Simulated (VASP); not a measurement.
# NaH (Fm-3m) in VASP: further runs

Runs on NaH. Level: PBE. Tasks: single point.

All numbers are computed with VASP 6.6.1; they aren't measurements. Logs are shortened: lines on timing, memory, paths and dates and some standing lists are left out, and cuts for length are marked.

### Step 1. The cell of the first run

Symmetry: Fm-3m, No. 225, cubic system. Conventional cell: a = 4.814 Å, b = 4.814 Å, c = 4.814 Å, α = 90.00°, β = 90.00°, γ = 90.00°. Within 3.2 Å of Na (site symmetry m-3m) lie 6 H at 2.41 Å. Within 3.2 Å of H (site symmetry m-3m) lie 6 Na at 2.41 Å.

### Step 2. Single point, PBE

File INCAR:

```
  ALGO = Normal
  EDIFF = 1E-7
  ENCUT = 520
  GGA = PE
  ISIF = 2
  ISMEAR = 0
  LASPH = T
  LCHARG = F
  LREAL = F
  LWAVE = F
  NBANDS = 11
  NELM = 80
  PREC = Accurate
  SIGMA = 0.01
```

File KPOINTS:

```
k-points
0
Gamma
  8 8 8
```

File POSCAR:

```
NaH
1.0
    0.0000000000      2.4070229845      2.4070229845
    2.4070229845      0.0000000000      2.4070229845
    2.4070229845      2.4070229845      0.0000000000
Na H
1 1
Direct
    0.0000000000      0.0000000000      0.0000000000
    0.5000000000      0.5000000000      0.5000000000
```

Potentials or basis: VASP PAW PBE potentials, release 64 (Na_pv, H).

Run with:

```console
cat potpaw_PBE.64/Na_pv/POTCAR potpaw_PBE.64/H/POTCAR > POTCAR
mpirun -np 1 vasp_std > vasp.out
```

OUTCAR:

```text
EDIFF = 1E-7
   ENCUT = 520
   GGA = PE
   ISIF = 2
   ISMEAR = 0
   LASPH = T
   LREAL = F
   NELM = 80
   PREC = Accurate

 ion  position               nearest neighbor table
   1  0.000  0.000  0.000-
   2  0.500  0.500  0.500-

  LATTYP: Found a face centered cubic cell.
 ALAT       =     4.8140459690

  Lattice vectors:

 A1 = (   0.0000000000,   2.4070229845,   2.4070229845)
 A2 = (   2.4070229845,   0.0000000000,   2.4070229845)
 A3 = (   2.4070229845,   2.4070229845,   0.0000000000)

Analysis of symmetry for initial positions (statically):
=====================================================================
 Subroutine PRICEL returns:
 Original cell was already a primitive cell.

 Routine SETGRP: Setting up the symmetry group for a
 face centered cubic supercell.

 Subroutine GETGRP returns: Found 48 space group operations
 (whereof 48 operations were pure point group operations)
 out of a pool of 48 trial point group operations.

The static configuration has the point symmetry O_h .

Analysis of symmetry for dynamics (positions and initial velocities):
=====================================================================
 Subroutine PRICEL returns:
 Original cell was already a primitive cell.

 Routine SETGRP: Setting up the symmetry group for a
 face centered cubic supercell.

 Subroutine GETGRP returns: Found 48 space group operations
 (whereof 48 operations were pure point group operations)
 out of a pool of 48 trial point group operations.

The dynamic configuration has the point symmetry O_h .

 Subroutine INISYM returns: Found 48 space group operations
 (whereof 48 operations are pure point group operations),
 and found     1 'primitive' translations

----------------------------------------------------------------------------------------

                                     Primitive cell

  volume of cell :      27.8914

  direct lattice vectors                    reciprocal lattice vectors
     0.000000000  2.407022985  2.407022985    -0.207725478  0.207725478  0.207725478
     2.407022985  0.000000000  2.407022985     0.207725478 -0.207725478  0.207725478
     2.407022985  2.407022985  0.000000000     0.207725478  0.207725478 -0.207725478

  length of vectors
     3.404044550  3.404044550  3.404044550     0.359791082  0.359791082  0.359791082

  position of ions in fractional coordinates (direct lattice)
     0.000000000  0.000000000  0.000000000
     0.500000000  0.500000000  0.500000000

  ion indices of the primitive-cell ions
   primitive index   ion index
                 1           1
                 2           2

----------------------------------------------------------------------------------------

 KPOINTS: k-points

Automatic generation of k-mesh.
 Grid dimensions read from file:
 generate k-points for:    8    8    8

 Generating k-lattice:

  Cartesian coordinates                     Fractional coordinates (reciprocal lattice)
    -0.025965685  0.025965685  0.025965685     0.125000000  0.000000000  0.000000000
     0.025965685 -0.025965685  0.025965685     0.000000000  0.125000000  0.000000000
     0.025965685  0.025965685 -0.025965685     0.000000000  0.000000000  0.125000000

  Length of vectors
     0.044973885  0.044973885  0.044973885

  Shift w.r.t. Gamma in fractional coordinates (k-lattice)
     0.000000000  0.000000000  0.000000000

 Subroutine IBZKPT returns following result:
 ===========================================

 Found     29 irreducible k-points:

 Following reciprocal coordinates:
            Coordinates               Weight
  0.000000  0.000000  0.000000      1.000000
  0.125000  0.000000  0.000000      8.000000
  0.250000  0.000000  0.000000      8.000000
  0.375000  0.000000  0.000000      8.000000
  0.500000  0.000000  0.000000      4.000000
  0.125000  0.125000  0.000000      6.000000
[... 16 lines left out ...]
  0.500000  0.250000  0.125000     48.000000
 -0.375000  0.250000  0.125000     24.000000
 [... further k-points ...]
   k-points           NKPTS =     29   k-points in BZ     NKDIM =     29   number of bands    NBANDS=     11
   number of dos      NEDOS =    301   number of ions     NIONS =      2
   total plane-waves  NPLWV =  21952
   dimension x,y,z NGX =    28 NGY =   28 NGZ =   28
   dimension x,y,z NGXF=    56 NGYF=   56 NGZF=   56
   ions per type =               1   1
   NGX,Y,Z   is equivalent  to a cutoff of  13.67, 13.67, 13.67 a.u.
   NGXF,Y,Z  is equivalent  to a cutoff of  27.35, 27.35, 27.35 a.u.
 SYSTEM =  unknown system
   PREC   = accura    normal or accurate (medium, high low for compatibility)
   ISTART =      0    job   : 0-new  1-cont  2-samecut
   ICHARG =      2    charge: 1-file 2-atom 10-const
   ISPIN  =      1    spin polarized calculation?
   LNONCOLLINEAR =      F non collinear calculations
   LSORBIT =      F    spin-orbit coupling
   LASPH  =      T    aspherical Exc in radial PAW
   ENCUT  =  520.0 eV  38.22 Ry    6.18 a.u.   6.33  6.33  6.33*2*pi/ulx,y,z
   NELM   =     80;   NELMIN=  2; NELMDL= -5     # of ELM steps
   EDIFF  = 0.1E-06   stopping-criterion for ELM
   LREAL  =      F    real-space projection
   EDIFFG = 0.1E-05   stopping-criterion for IOM
   NSW    =      0    number of steps for IOM
   IBRION =     -1    ionic relax: 0-MD 1-quasi-New 2-CG
   NFREE  =      0    steps in history (QN), initial steepest desc. (CG)
   ISIF   =      2    stress and relaxation
   ISYM   =      2    0-nonsym 1-usesym 2-fastsym
   POTIM  = 0.5000    time-step for ionic-motion
   TEBEG  =    0.0;   TEEND  =   0.0 temperature during run
   PSTRESS=    0.0 pullay stress
   NELECT =       8.0000    total number of electrons
   NUPDOWN=      -1.0000    fix difference up-down
   EMIN   =  10.00;   EMAX   =-10.00  energy-range for DOS
   EFERMI =   0.00;   METHOD = LEGACY
   ISMEAR =     0;   SIGMA  =   0.01  broadening in eV -4-tet -1-fermi 0-gaus
   EFERMI_NEDOS =   21; number of points for ismear=-14 and -15
   IALGO  =     38    algorithm
   IMIX   =      4    mixing-type and parameters
     AMIX     =   0.40;   BMIX     =  1.00
     AMIX_MAG =   1.60;   BMIX_MAG =  1.00
  volume/ion in A,a.u.               =      13.95        94.11
  Fermi-wavevector in a.u.,A,eV,Ry     =   1.079646  2.040235 15.859425  1.165635
  Thomas-Fermi vector in A             =   2.215616
   LORBIT       =      0    0 simple, 1 ext, 2 COOP (PROOUT), +10 PAW based schemes
   GGA     = PE    functional components
   LHFCALC =     F    Hartree Fock is set to
   AEXX    =    0.0000 exact exchange contribution
   IVDW    =     0    specifies the selected vdW correction
   LEPSILON=     F    determine dielectric tensor
   LRPA    =     F    only Hartree local field effects (RPA)
 non-spin polarized calculation
 Gauss-broadening in eV      SIGMA  =   0.01
  energy-cutoff  :      520.00
  volume of cell :       27.89
 maximum number of plane-waves:       763
 NGX is ok and might be reduce to    28
   NGX = 13   NGY = 13   NGZ = 13

 number of electron       7.9999995 magnetization

 Free energy of the ion-electron system (eV)
  ---------------------------------------------------
  ext. energy  EPLUGINS =         0.00000000
  ---------------------------------------------------
  free energy    TOTEN  =        -5.08728546 eV

  energy without entropy =       -5.08728546  energy(sigma->0) =       -5.08728546

 E-fermi :  -1.0155     XC(G=0):  -7.8085

 val. band max:       -1.0769929775   @ k =  -0.2500   0.5000   0.2500
 cond. band min:       2.7025804456   @ k =   0.5000   0.0000   0.0000
 fundamental gap:      3.7795734231
 Fermi energy:        -1.0154567186

 k-point     1 :       0.0000    0.0000    0.0000
  band No.  band energies     occupation
      1     -23.1591      2.00000
      2     -23.1591      2.00000
      3     -23.1591      2.00000
      4      -4.7270      2.00000
      5       9.4426      0.00000
      6      14.6110      0.00000
      7      14.6110      0.00000
      8      14.6110      0.00000
      9      15.4971      0.00000
     10      15.4971      0.00000
     11      15.4971      0.00000

 k-point     2 :       0.1250    0.0000    0.0000
  band No.  band energies     occupation
      1     -23.1736      2.00000
      2     -23.1608      2.00000
      3     -23.1608      2.00000
      4      -4.4561      2.00000
      5       8.5470      0.00000
      6      11.9916      0.00000
      7      13.8009      0.00000
      8      13.8009      0.00000
      9      16.4808      0.00000
     10      16.4808      0.00000
     11      16.6337      0.00000

 k-point     3 :       0.2500    0.0000    0.0000
  band No.  band energies     occupation
      1     -23.2082      2.00000
      2     -23.1649      2.00000
      3     -23.1649      2.00000
      4      -3.6866      2.00000
      5       6.2012      0.00000
      6      10.5272      0.00000
      7      13.0071      0.00000
      8      13.0071      0.00000
      9      16.4690      0.00000
     10      16.4690      0.00000
     11      17.8531      0.00000

 k-point     4 :       0.3750    0.0000    0.0000
  band No.  band energies     occupation
      1     -23.2423      2.00000
      2     -23.1691      2.00000
      3     -23.1691      2.00000
      4      -2.6086      2.00000
      5       3.8298      0.00000
      6       9.9471      0.00000
      7      12.5340      0.00000
      8      12.5340      0.00000
      9      15.7110      0.00000
     10      15.7110      0.00000
     11      18.1190      0.00000
[... 239 lines left out ...]
 k-point    22 :       0.3750    0.2500    0.1250
  band No.  band energies     occupation
      1     -23.2160      2.00000
      2     -23.1819      2.00000
      3     -23.1705      2.00000
      4      -3.0668      2.00000
      5       5.8387      0.00000
      6       8.2071      0.00000
      7      11.2513      0.00000
      8      14.1199      0.00000
      9      14.4631      0.00000
     10      17.0548      0.00000
     11      19.6972      0.00000

 k-point    23 :       0.5000    0.2500    0.1250
  band No.  band energies     occupation
      1     -23.2339      2.00000
      2     -23.1918      2.00000
      3     -23.1757      2.00000
      4      -2.1156      2.00000
      5       4.3470      0.00000
      6       7.0471      0.00000
      7      10.3742      0.00000
      8      14.0181      0.00000
      9      15.3168      0.00000
     10      17.3361      0.00000
     11      19.4951      0.00000

 k-point    24 :      -0.3750    0.2500    0.1250
  band No.  band energies     occupation
      1     -23.2415      2.00000
      2     -23.1949      2.00000
      3     -23.1786      2.00000
      4      -1.5631      2.00000
      5       3.4920      0.00000
      6       6.7871      0.00000
      7      10.0157      0.00000
      8      13.9553      0.00000
      9      15.1785      0.00000
     10      18.4228      0.00000
     11      20.5390      0.00000

 [... further k-points ...]

------------------------ aborting loop because EDIFF is reached ----------------------------------------

  FORCE on cell =-STRESS in cart. coord.  units (eV):
  Direction    XX          YY          ZZ          XY          YZ          ZX
  --------------------------------------------------------------------------------------
  -------------------------------------------------------------------------------------
  Total        0.0405289      0.0405289      0.0405289     -0.0000000     -0.0000000     -0.0000000
  in kB        2.3281168      2.3281168      2.3281168     -0.0000000     -0.0000000     -0.0000000
  external PRESSURE =       2.3281168 kB  Pullay stress =       0.0000000 kB

 VOLUME and BASIS-vectors are now :
 -----------------------------------------------------------------------------
  energy-cutoff  :      520.00
  volume of cell :       27.89
      direct lattice vectors                 reciprocal lattice vectors
     0.000000000  2.407022985  2.407022985    -0.207725478  0.207725478  0.207725478
     2.407022985  0.000000000  2.407022985     0.207725478 -0.207725478  0.207725478
     2.407022985  2.407022985  0.000000000     0.207725478  0.207725478 -0.207725478

 POSITION                                       TOTAL-FORCE (eV/Angst)
 -----------------------------------------------------------------------------------
      0.00000      0.00000      0.00000         0.000000      0.000000      0.000000
      2.40702      2.40702      2.40702        -0.000000      0.000000     -0.000000
 -----------------------------------------------------------------------------------
    total drift:                               -0.000000     -0.000000     -0.000000

  FREE ENERGIE OF THE ION-ELECTRON SYSTEM (eV)
  ---------------------------------------------------
  free  energy   TOTEN  =        -5.0872854555 eV

  energy  without entropy=       -5.0872854555  energy(sigma->0) =       -5.08728546
```

Wall time 10 s (1 thread of Intel Xeon Platinum 8175M at 2.50GHz (Skylake/Cascade Lake), shared host); peak memory 0.15 GiB.

Results:

```
Free energy            : -5.0873 eV
Pressure               : 0.2 GPa
Band gap on the k mesh : 3.78 eV, indirect (least direct gap 4.64 eV)
```

Levels at points of the mesh, in eV from the valence-band top:
```csv
k point,band 1,band 2,band 3,band 4,band 5,band 6,band 7,band 8,band 9
"(0.00, 0.00, 0.00)",-22.08,-22.08,-22.08,-3.65,10.52,15.69,15.69,15.69,16.57
"(0.50, 0.00, 0.00)",-22.18,-22.09,-22.09,-0.86,3.78,10.86,13.46,13.46,16.50
"(0.50, 0.50, 0.00)",-22.17,-22.12,-22.12,-0.18,4.66,10.08,10.74,10.74,11.89
```

A k mesh can miss the band edges.

### Step 3. Single point, PBE

This run uses another cell than the first one, of 14.53 Å³/atom, 1.042 times its volume.

File INCAR:

```
PREC = Accurate ; ENCUT = 520
EDIFF = 1E-7 ; ISMEAR = 0
SIGMA = 0.01 ; LREAL = F
LASPH = T ; NELM = 80
ALGO = Normal ; ISIF = 2
LWAVE = F ; LCHARG = F
GGA = PE ; NBANDS = 11
```

File KPOINTS:

```
Automatic mesh
0
Gamma
  8 8 8
```

File POSCAR:

```
NaH
1.0
    0.0000000000      2.4400000000      2.4400000000
    2.4400000000      0.0000000000      2.4400000000
    2.4400000000      2.4400000000      0.0000000000
Na H
1 1
Direct
    0.0000000000      0.0000000000      0.0000000000
    0.5000000000      0.5000000000      0.5000000000
```

Potentials or basis: VASP PAW PBE potentials, release 64 (Na_pv, H).

Run with:

```console
cat potpaw_PBE.64/Na_pv/POTCAR potpaw_PBE.64/H/POTCAR > POTCAR
mpirun -np 1 vasp_std > vasp.out
```

Wall time 9.8 s (1 thread of Intel Xeon Platinum 8175M at 2.50GHz (Skylake/Cascade Lake), shared host); peak memory 0.15 GiB.

It converged, with:

* Free energy: -5.0860 eV
* Pressure: -0.7 GPa
* Band gap on the k mesh: 3.71 eV, indirect (least direct gap 4.55 eV)

Levels at points of the mesh, in eV from the valence-band top:
| k point | band 1 | band 2 | band 3 | band 4 | band 5 | band 6 | band 7 | band 8 | band 9 |
| --- | --- | --- | --- | --- | --- | --- | --- | --- | --- |
| (0.00, 0.00, 0.00) | -22.15 | -22.15 | -22.15 | -3.54 | 10.16 | 15.39 | 15.39 | 15.39 | 16.17 |
| (0.50, 0.00, 0.00) | -22.24 | -22.16 | -22.16 | -0.84 | 3.71 | 10.58 | 13.20 | 13.20 | 16.06 |
| (0.50, 0.50, 0.00) | -22.23 | -22.18 | -22.18 | -0.17 | 4.58 | 9.92 | 10.49 | 10.49 | 11.47 |

### Step 4. Single point, PBE

This run uses another cell than the first one, of 15.11 Å³/atom, 1.083 times its volume.

File INCAR:

```
SYSTEM = NaH
PREC = Accurate
ENCUT = 520
EDIFF = 1E-7
ISMEAR = 0
SIGMA = 0.01
LREAL = .FALSE.
LASPH = .TRUE.
NELM = 80
ALGO = Normal
ISIF = 2
LWAVE = .FALSE.
LCHARG = .FALSE.
GGA = PE
NBANDS = 11
```

File KPOINTS:

```
Automatic mesh
0
G
  8 8 8
  0 0 0
```

File POSCAR:

```
NaH
1.0
    0.0000000000      2.4721089453      2.4721089453
    2.4721089453      0.0000000000      2.4721089453
    2.4721089453      2.4721089453      0.0000000000
Na H
1 1
Direct
    0.0000000000      0.0000000000      0.0000000000
    0.5000000000      0.5000000000      0.5000000000
```

Run with:

```console
cat potpaw_PBE.64/Na_pv/POTCAR potpaw_PBE.64/H/POTCAR > POTCAR
mpirun -np 1 vasp_std > vasp.out
```

Wall time 9.9 s (1 thread of Intel Xeon Platinum 8175M at 2.50GHz (Skylake/Cascade Lake), shared host); peak memory 0.15 GiB.

The run converged. Its results:

```yaml
Free_energy: -5.0787 eV
Pressure: -1.4 GPa
Band_gap_on_the_k_mesh: 3.65 eV, indirect (least direct gap 4.47 eV)
```

Levels at points of the mesh, in eV from the valence-band top:
```
           k point  band 1  band 2  band 3  band 4  band 5  band 6  band 7  band 8
(0.00, 0.00, 0.00)  -22.23  -22.23  -22.23   -3.43    9.83   15.10   15.10   15.10
(0.50, 0.00, 0.00)  -22.30  -22.24  -22.24   -0.82    3.65   10.32   12.97   12.97
(0.50, 0.50, 0.00)  -22.29  -22.25  -22.25   -0.16    4.51    9.78   10.26   10.26
```

A k mesh can miss the band edges.

### Step 5. Summary

```csv
cell,gap on the mesh (eV),pressure (GPa)
"a = 3.404 Å, angles 60.0°, 2 atoms",3.78,0.2
"a = 3.451 Å, angles 60.0°, 2 atoms",3.71,-0.7
"a = 3.496 Å, angles 60.0°, 2 atoms",3.65,-1.4
```

Alike in all rows: task single point; level PBE; potentials or basis VASP PAW PBE potentials, release 64 (Na_pv, H); no spin polarisation; k mesh 8 × 8 × 8; cutoff (eV) 520; smearing gaussian 0.01 eV.

Absolute energies hang on the potentials; compare differences alone.
